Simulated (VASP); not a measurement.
# SnS2 (P-3m1) in VASP: settings compared

The runs below take SnS2 through single point, with PBE-based screened hybrid with 40 % exact exchange, PBE-based screened hybrid with 20 % exact exchange.

Everything below comes from runs of VASP 6.6.1. Logs are shortened: lines on timing, memory, paths and dates and some standing lists are left out, and cuts for length are marked.

## Step 1: The cell of the first run

It takes space group P-3m1 (No. 164, trigonal). Conventional cell: a = 3.661 Å, b = 3.661 Å, c = 5.962 Å, α = 90.00°, β = 90.00°, γ = 120.00°. Sn (site symmetry -3m) has 6 S at 2.57 Å within 3.4 Å. Within 3.4 Å of S (site symmetry 3m) lie 3 Sn at 2.57 Å.

## Step 2: Single point, PBE-based screened hybrid with 40 % exact exchange

Input file POSCAR:

```
SnS2
1.0
    3.6607574624      0.0000000000      0.0000000000
   -1.8303787312      3.1703089595      0.0000000000
    0.0000000000      0.0000000000      5.9618049176
Sn S
1 2
Direct
    0.0000000000      0.0000000000      0.0000000000
    0.3333333333      0.6666666667      0.2455903383
    0.6666666667      0.3333333333      0.7544096617
```

Input file INCAR.step1:

```
SYSTEM = SnS2
PREC = Accurate
ENCUT = 400
EDIFF = 1E-5
ISMEAR = 0
SIGMA = 0.01
LREAL = .False.
LASPH = .True.
NELM = 120
ALGO = Normal
ISIF = 2
LWAVE = .True.
LCHARG = .False.
GGA = PE
NBANDS = 20
GGA_COMPAT = .False.
```

Input file INCAR.step2:

```
SYSTEM = SnS2
PREC = Accurate
ENCUT = 400
EDIFF = 1E-6
ISMEAR = 0
SIGMA = 0.01
LREAL = .False.
LASPH = .True.
NELM = 120
ALGO = Normal
ISIF = 2
LWAVE = .False.
LCHARG = .False.
GGA = PE
LHFCALC = .True.
AEXX = 0.4
HFSCREEN = 0.1
PRECFOCK = Normal
ISTART = 1
NBANDS = 20
GGA_COMPAT = .False.
```

Input file KPOINTS:

```
regular mesh
0
Gamma
  6 6 2
  0 0 0
```

Potentials or basis: VASP PAW PBE potentials, release 64 (Sn_d, S).

Run with:

```console
> cat potpaw_PBE.64/Sn_d/POTCAR potpaw_PBE.64/S/POTCAR > POTCAR
> cp INCAR.step1 INCAR
> mpirun -np 1 vasp_std > vasp.out
> cp INCAR.step2 INCAR
> mpirun -np 1 vasp_std > vasp.out
```

OUTCAR:

```text
SYSTEM = SnS2
   PREC = Accurate
   ENCUT = 400
   EDIFF = 1E-6
   ISMEAR = 0
   LREAL = .False.
   LASPH = .True.
   NELM = 120
   ISIF = 2
   GGA = PE
   LHFCALC = .True.
   AEXX = 0.4
   HFSCREEN = 0.1
   PRECFOCK = Normal
   ISTART = 1

 ion  position               nearest neighbor table
   1  0.000  0.000  0.000-   2 2.57   3 2.57   2 2.57   3 2.57   3 2.57   2 2.57
   2  0.333  0.667  0.246-   1 2.57   1 2.57   1 2.57
   3  0.667  0.333  0.754-   1 2.57   1 2.57   1 2.57

  LATTYP: Found a hexagonal cell.
 ALAT       =     3.6607574624
 C/A-ratio  =     1.6285714033

  Lattice vectors:

 A1 = (   3.6607574624,   0.0000000000,   0.0000000000)
 A2 = (  -1.8303787312,   3.1703089595,   0.0000000000)
 A3 = (   0.0000000000,   0.0000000000,   5.9618049176)

Analysis of symmetry for initial positions (statically):
=====================================================================
 Subroutine PRICEL returns:
 Original cell was already a primitive cell.

 Routine SETGRP: Setting up the symmetry group for a
 hexagonal supercell.

 Subroutine GETGRP returns: Found 12 space group operations
 (whereof 12 operations were pure point group operations)
 out of a pool of 24 trial point group operations.

The static configuration has the point symmetry D_3d.

Analysis of symmetry for dynamics (positions and initial velocities):
=====================================================================
 Subroutine PRICEL returns:
 Original cell was already a primitive cell.

 Routine SETGRP: Setting up the symmetry group for a
 hexagonal supercell.

 Subroutine GETGRP returns: Found 12 space group operations
 (whereof 12 operations were pure point group operations)
 out of a pool of 24 trial point group operations.

The dynamic configuration has the point symmetry D_3d.

 Subroutine INISYM returns: Found 12 space group operations
 (whereof 12 operations are pure point group operations),
 and found     1 'primitive' translations

----------------------------------------------------------------------------------------

                                     Primitive cell

  volume of cell :      69.1911

  direct lattice vectors                    reciprocal lattice vectors
     3.660757462  0.000000000  0.000000000     0.273167510  0.157713335  0.000000000
    -1.830378731  3.170308959  0.000000000     0.000000000  0.315426671  0.000000000
     0.000000000  0.000000000  5.961804918     0.000000000  0.000000000  0.167734438

  length of vectors
     3.660757462  3.660757462  5.961804918     0.315426671  0.315426671  0.167734438

  position of ions in fractional coordinates (direct lattice)
     0.000000000  0.000000000  0.000000000
     0.333333333  0.666666667  0.245590338
     0.666666667  0.333333333  0.754409662

  ion indices of the primitive-cell ions
   primitive index   ion index
                 1           1
                 2           2
                 3           3

----------------------------------------------------------------------------------------

 KPOINTS: regular mesh

Automatic generation of k-mesh.
 Grid dimensions read from file:
 generate k-points for:    6    6    2

 Generating k-lattice:

  Cartesian coordinates                     Fractional coordinates (reciprocal lattice)
     0.045527918  0.026285556  0.000000000     0.166666667  0.000000000  0.000000000
     0.000000000  0.052571112  0.000000000     0.000000000  0.166666667  0.000000000
     0.000000000  0.000000000  0.083867219     0.000000000  0.000000000  0.500000000

  Length of vectors
     0.052571112  0.052571112  0.083867219

  Shift w.r.t. Gamma in fractional coordinates (k-lattice)
     0.000000000  0.000000000  0.000000000

 Subroutine IBZKPT returns following result:
 ===========================================

 Found     14 irreducible k-points:

 Following reciprocal coordinates:
            Coordinates               Weight
  0.000000  0.000000  0.000000      1.000000
  0.166667  0.000000  0.000000      6.000000
  0.333333  0.000000  0.000000      6.000000
  0.500000  0.000000  0.000000      3.000000
  0.166667  0.166667  0.000000      6.000000
  0.333333  0.166667  0.000000     12.000000
  0.333333  0.333333  0.000000      2.000000
  0.000000  0.000000  0.500000      1.000000
  0.166667  0.000000  0.500000      6.000000
  0.333333  0.000000  0.500000      6.000000
  0.500000  0.000000  0.500000      3.000000
  0.166667  0.166667  0.500000      6.000000
  0.333333  0.166667  0.500000     12.000000
  0.333333  0.333333  0.500000      2.000000
   k-points           NKPTS =     14   k-points in BZ     NKDIM =     72   number of bands    NBANDS=     20
   number of dos      NEDOS =    301   number of ions     NIONS =      3
   total plane-waves  NPLWV =  23040
   dimension x,y,z NGX =    24 NGY =   24 NGZ =   40
   dimension x,y,z NGXF=    48 NGYF=   48 NGZF=   80
   ions per type =               1   2
   NGX,Y,Z   is equivalent  to a cutoff of  10.90, 10.90, 11.15 a.u.
   NGXF,Y,Z  is equivalent  to a cutoff of  21.80, 21.80, 22.31 a.u.
 SYSTEM =  SnS2
   PREC   = accura    normal or accurate (medium, high low for compatibility)
   ISTART =      1    job   : 0-new  1-cont  2-samecut
   ICHARG =      0    charge: 1-file 2-atom 10-const
   ISPIN  =      1    spin polarized calculation?
   LNONCOLLINEAR =      F non collinear calculations
   LSORBIT =      F    spin-orbit coupling
   LASPH  =      T    aspherical Exc in radial PAW
   ENCUT  =  400.0 eV  29.40 Ry    5.42 a.u.   5.97  5.97  9.72*2*pi/ulx,y,z
   NELM   =    120;   NELMIN=  2; NELMDL=  0     # of ELM steps
   EDIFF  = 0.1E-05   stopping-criterion for ELM
   LREAL  =      F    real-space projection
   EDIFFG = 0.1E-04   stopping-criterion for IOM
   NSW    =      0    number of steps for IOM
   IBRION =     -1    ionic relax: 0-MD 1-quasi-New 2-CG
   NFREE  =      0    steps in history (QN), initial steepest desc. (CG)
   ISIF   =      2    stress and relaxation
   ISYM   =      3    0-nonsym 1-usesym 2-fastsym
   POTIM  = 0.5000    time-step for ionic-motion
   TEBEG  =    0.0;   TEEND  =   0.0 temperature during run
   PSTRESS=    0.0 pullay stress
   NELECT =      26.0000    total number of electrons
   NUPDOWN=      -1.0000    fix difference up-down
   EMIN   =  10.00;   EMAX   =-10.00  energy-range for DOS
   EFERMI =   0.00;   METHOD = LEGACY
   ISMEAR =     0;   SIGMA  =   0.01  broadening in eV -4-tet -1-fermi 0-gaus
   EFERMI_NEDOS =   21; number of points for ismear=-14 and -15
   IALGO  =     38    algorithm
   IMIX   =      1    mixing-type and parameters
     AMIX     =   0.40;   BMIX     =  1.00
     AMIX_MAG =   1.60;   BMIX_MAG =  1.00
  volume/ion in A,a.u.               =      23.06       155.64
  Fermi-wavevector in a.u.,A,eV,Ry     =   1.181361  2.232448 18.988468  1.395613
  Thomas-Fermi vector in A             =   2.317636
   LORBIT       =      0    0 simple, 1 ext, 2 COOP (PROOUT), +10 PAW based schemes
   GGA     = PE    functional components
   LHFCALC =     T    Hartree Fock is set to
   PRECFOCK=normal    Normal, Fast or Accurate (Low or Medium for compatibility)
   ENCUT4O =  -1.0   cutoff for four orbital integrals eV
   NKREDX  =     1    reduce k-point grid by
   NKREDY  =     1    reduce k-point grid by
   NKREDZ  =     1    reduce k-point grid by
   AEXX    =    0.4000 exact exchange contribution
   HFSCREEN=    0.1000 screening length (either q_TF or 0.3 A-1)
   HFSCREENC=   0.1000 screening length for correlation (either q_TF or 0.3 A-1)
   ENCUTFOCK=  -1.0 apply spherical cutoff to Coloumb kernel
   IVDW    =     0    specifies the selected vdW correction
   LEPSILON=     F    determine dielectric tensor
   LRPA    =     F    only Hartree local field effects (RPA)
 non-spin polarized calculation
 Gauss-broadening in eV      SIGMA  =   0.01
  energy-cutoff  :      400.00
  volume of cell :       69.19
 maximum number of plane-waves:      1272
 NGX is ok and might be reduce to    24
  NGX = 18; NGY = 18; NGZ = 30

 number of electron      26.0000001 magnetization

 Free energy of the ion-electron system (eV)
  ---------------------------------------------------
  ext. energy  EPLUGINS =         0.00000000
  ---------------------------------------------------
  free energy    TOTEN  =       -19.36604189 eV

  energy without entropy =      -19.36604189  energy(sigma->0) =      -19.36604189

 E-fermi :   3.1478     XC(G=0):  -6.6294

 val. band max:        3.0924627338   @ k =   0.1667   0.0000   0.0000
 cond. band min:       6.6004738376   @ k =   0.5000   0.0000   0.5000
 fundamental gap:      3.5080111038
 Fermi energy:         3.1478124531

 k-point     1 :       0.0000    0.0000    0.0000
  band No.  band energies     occupation
      1     -20.9442      2.00000
      2     -20.9442      2.00000
      3     -20.8710      2.00000
      4     -20.8432      2.00000
      5     -20.8432      2.00000
      6     -12.8124      2.00000
[... 12 lines left out ...]
     19      15.1263      0.00000
     20      15.1263      0.00000

 k-point     2 :       0.1667    0.0000    0.0000
  band No.  band energies     occupation
      1     -20.9663      2.00000
      2     -20.9337      2.00000
      3     -20.8611      2.00000
      4     -20.8483      2.00000
      5     -20.8377      2.00000
      6     -12.4657      2.00000
[... 12 lines left out ...]
     19      14.6046      0.00000
     20      15.4704      0.00000

 k-point     3 :       0.3333    0.0000    0.0000
  band No.  band energies     occupation
      1     -21.0135      2.00000
      2     -20.9216      2.00000
      3     -20.8702      2.00000
      4     -20.8268      2.00000
      5     -20.8173      2.00000
      6     -11.5259      2.00000
[... 12 lines left out ...]
     19      15.0024      0.00000
     20      15.9668      0.00000

 k-point     4 :       0.5000    0.0000    0.0000
  band No.  band energies     occupation
      1     -21.0374      2.00000
      2     -20.9193      2.00000
      3     -20.8772      2.00000
      4     -20.8129      2.00000
      5     -20.8030      2.00000
      6     -10.6884      2.00000
[... 12 lines left out ...]
     19      16.0972      0.00000
     20      16.6879      0.00000

 k-point     5 :       0.1667    0.1667    0.0000
  band No.  band energies     occupation
      1     -20.9918      2.00000
      2     -20.9327      2.00000
      3     -20.8565      2.00000
      4     -20.8481      2.00000
      5     -20.8200      2.00000
      6     -11.8141      2.00000
[... 12 lines left out ...]
     19      13.1290      0.00000
     20      16.3472      0.00000

 k-point     6 :       0.3333    0.1667    0.0000
  band No.  band energies     occupation
      1     -21.0151      2.00000
      2     -20.9381      2.00000
      3     -20.8631      2.00000
      4     -20.8257      2.00000
      5     -20.8089      2.00000
      6     -10.7851      2.00000
[... 12 lines left out ...]
     19      14.6356      0.00000
     20      16.1222      0.00000

 k-point     7 :       0.3333    0.3333    0.0000
  band No.  band energies     occupation
      1     -20.9802      2.00000
      2     -20.9802      2.00000
      3     -20.8362      2.00000
      4     -20.8362      2.00000
      5     -20.8196      2.00000
      6     -10.0607      2.00000
[... 12 lines left out ...]
     19      14.4970      0.00000
     20      14.4970      0.00000
[... 47 lines left out ...]
 k-point    10 :       0.3333    0.0000    0.5000
  band No.  band energies     occupation
      1     -21.0137      2.00000
      2     -20.9215      2.00000
      3     -20.8702      2.00000
      4     -20.8266      2.00000
      5     -20.8173      2.00000
      6     -11.3755      2.00000
[... 12 lines left out ...]
     19      15.8237      0.00000
     20      16.2368      0.00000

 k-point    11 :       0.5000    0.0000    0.5000
  band No.  band energies     occupation
      1     -21.0378      2.00000
      2     -20.9193      2.00000
      3     -20.8773      2.00000
      4     -20.8127      2.00000
      5     -20.8030      2.00000
      6     -10.5883      2.00000
[... 12 lines left out ...]
     19      16.5221      0.00000
     20      17.3419      0.00000

 k-point    12 :       0.1667    0.1667    0.5000
  band No.  band energies     occupation
      1     -20.9920      2.00000
      2     -20.9328      2.00000
      3     -20.8565      2.00000
      4     -20.8480      2.00000
      5     -20.8199      2.00000
      6     -11.6549      2.00000
[... 12 lines left out ...]
     19      14.2288      0.00000
     20      15.3762      0.00000

 k-point    13 :       0.3333    0.1667    0.5000
  band No.  band energies     occupation
      1     -21.0154      2.00000
      2     -20.9381      2.00000
      3     -20.8632      2.00000
      4     -20.8256      2.00000
      5     -20.8088      2.00000
      6     -10.6730      2.00000
[... 12 lines left out ...]
     19      14.8661      0.00000
     20      15.8952      0.00000

 k-point    14 :       0.3333    0.3333    0.5000
  band No.  band energies     occupation
      1     -20.9804      2.00000
      2     -20.9804      2.00000
      3     -20.8362      2.00000
      4     -20.8362      2.00000
      5     -20.8194      2.00000
      6     -10.0429      2.00000
[... 12 lines left out ...]
     19      15.1880      0.00000
     20      15.2489      0.00000

------------------------ aborting loop because EDIFF is reached ----------------------------------------

  FORCE on cell =-STRESS in cart. coord.  units (eV):
  Direction    XX          YY          ZZ          XY          YZ          ZX
  --------------------------------------------------------------------------------------
  -------------------------------------------------------------------------------------
  Total       -1.1112602     -1.1112602     -1.0926445     -0.0000000      0.0000000      0.0000000
  in kB      -25.7321487    -25.7321487    -25.3010859     -0.0000000      0.0000000      0.0000000
  external PRESSURE =     -25.5884611 kB  Pullay stress =       0.0000000 kB

 VOLUME and BASIS-vectors are now :
 -----------------------------------------------------------------------------
  energy-cutoff  :      400.00
  volume of cell :       69.19
      direct lattice vectors                 reciprocal lattice vectors
     3.660757462  0.000000000  0.000000000     0.273167510  0.157713335  0.000000000
    -1.830378731  3.170308959  0.000000000     0.000000000  0.315426671  0.000000000
     0.000000000  0.000000000  5.961804918     0.000000000  0.000000000  0.167734438

 POSITION                                       TOTAL-FORCE (eV/Angst)
 -----------------------------------------------------------------------------------
      0.00000      0.00000      0.00000         0.000000      0.000000      0.000000
     -0.00000      2.11354      1.46416        -0.000000     -0.000000     -0.571138
      1.83038      1.05677      4.49764         0.000000      0.000000      0.571138
 -----------------------------------------------------------------------------------
    total drift:                                0.000002      0.000001     -0.000000

  FREE ENERGIE OF THE ION-ELECTRON SYSTEM (eV)
  ---------------------------------------------------
  free  energy   TOTEN  =       -19.3660418916 eV

  energy  without entropy=      -19.3660418916  energy(sigma->0) =      -19.36604189
```

Run time: 8.1 min. Hardware: 1 thread of Intel Xeon 6975P-C (Granite Rapids), shared host; peak memory 0.27 GiB.

What came out:

- Free energy: -19.3660 eV
- Pressure: -2.6 GPa
- Largest force: 0.571 eV/Å
- Band gap on the k mesh: 3.51 eV (least direct gap 3.87 eV)

Forces in eV/Å, atoms in the order of the input:
```
Sn   0.000  0.000  0.000
S    0.000  0.000 -0.571
S    0.000  0.000  0.571
```

Caveat: the k points lie up to 0.53 Å⁻¹ apart; the PAW data sets were made with another functional, which shifts forces and pressure a little; spin-orbit coupling is left out, which moves the levels of the heavy elements. A k mesh can miss the band edges.

## Step 3: Single point, PBE-based screened hybrid with 20 % exact exchange

POSCAR is that of step 2.

Input file INCAR.step1:

```
SYSTEM = SnS2
ALGO = Normal ; EDIFF = 1E-5
ENCUT = 400 ; GGA = PE
GGA_COMPAT = .FALSE. ; ISIF = 2
ISMEAR = 0 ; LASPH = .TRUE.
LCHARG = .FALSE. ; LREAL = .FALSE.
LWAVE = .TRUE. ; NBANDS = 20
NELM = 120 ; PREC = Accurate
SIGMA = 0.01
```

Input file INCAR.step2:

```
SYSTEM = SnS2
AEXX = 0.2 ; ALGO = Normal
EDIFF = 1E-6 ; ENCUT = 400
GGA = PE ; GGA_COMPAT = .FALSE.
HFSCREEN = 0.3 ; ISIF = 2
ISMEAR = 0 ; ISTART = 1
LASPH = .TRUE. ; LCHARG = .FALSE.
LHFCALC = .TRUE. ; LREAL = .FALSE.
LWAVE = .FALSE. ; NBANDS = 20
NELM = 120 ; PREC = Accurate
PRECFOCK = Normal ; SIGMA = 0.01
```

Input file KPOINTS:

```
k-points
0
G
  6 6 2
  0 0 0
```

Potentials or basis: VASP PAW PBE potentials, release 64 (Sn_d, S).

Run with:

```console
> cat potpaw_PBE.64/Sn_d/POTCAR potpaw_PBE.64/S/POTCAR > POTCAR
> cp INCAR.step1 INCAR
> mpirun -np 1 vasp_std > vasp.out
> cp INCAR.step2 INCAR
> mpirun -np 1 vasp_std > vasp.out
```

Run time: 6.7 min. Hardware: 1 thread of Intel Xeon 6975P-C (Granite Rapids), shared host; peak memory 0.27 GiB.

The run converged. Its results:

```yaml
Free_energy: -15.1348 eV
Pressure: 0.6 GPa
Largest_force: 0.136 eV/Å
Band_gap_on_the_k_mesh: 2.08 eV (least direct gap 2.48 eV)
```

Forces on the atoms (eV/Å):
```
Sn   0.000  0.000  0.000
S    0.000  0.000 -0.136
S    0.000  0.000  0.136
```

Levels at points of the mesh, in eV from the valence-band top:
```
           k point  band 11  band 12  band 13  band 14  band 15  band 16
(0.00, 0.00, 0.00)    -0.28    -0.28     0.00     2.60     4.30     6.17
(0.50, 0.00, 0.00)    -2.60    -0.91    -0.23     2.25     5.20     6.70
(0.00, 0.00, 0.50)    -0.68    -0.16    -0.16     3.70     4.37     5.93
(0.50, 0.00, 0.50)    -1.87    -0.67    -0.54     2.08     5.42     6.36
```

Caveat: the k points lie up to 0.53 Å⁻¹ apart; the PAW data sets were made with another functional, which shifts forces and pressure a little; spin-orbit coupling is left out, which moves the levels of the heavy elements. A k mesh can miss the band edges.
